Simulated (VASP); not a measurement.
A run of VASP 6.6.1:

Contents of INCAR:

```
SYSTEM = CuCl
ALGO = Normal
EDIFF = 1E-6
ENCUT = 600
GGA = PE
GGA_COMPAT = .FALSE.
ISIF = 2
ISMEAR = -1
LASPH = .TRUE.
LCHARG = .FALSE.
LREAL = .FALSE.
LWAVE = .FALSE.
NBANDS = 16
NELM = 120
PREC = Accurate
SIGMA = 0.05
```

Contents of KPOINTS:

```
k-points
0
G
  13 13 13
  0 0 0
```

POSCAR

```
CuCl
1.0
    0.0000000000      2.7369344184      2.7369344184
    2.7369344184      0.0000000000      2.7369344184
    2.7369344184      2.7369344184      0.0000000000
Cu Cl
1 1
Direct
    0.0000000000      0.0000000000      0.0000000000
    0.7500000000      0.7500000000      0.7500000000
```

Potentials or basis: VASP PAW PBE potentials, release 64 (Cu, Cl).

Command:

```sh
$ cat potpaw_PBE.64/Cu/POTCAR potpaw_PBE.64/Cl/POTCAR > POTCAR
$ mpirun -np 1 vasp_std > vasp.out
```

Hardware: 1 thread of AMD EPYC 9R45 96-Core Processor (Zen 5) (shared host).

Question: Estimate the wall time of this run.

Answer: It took 37 s on 1 thread of AMD EPYC 9R45 96-Core Processor (Zen 5), on a shared host, peak memory 0.19 GiB. Counts: scf iterations 13, k points 84.
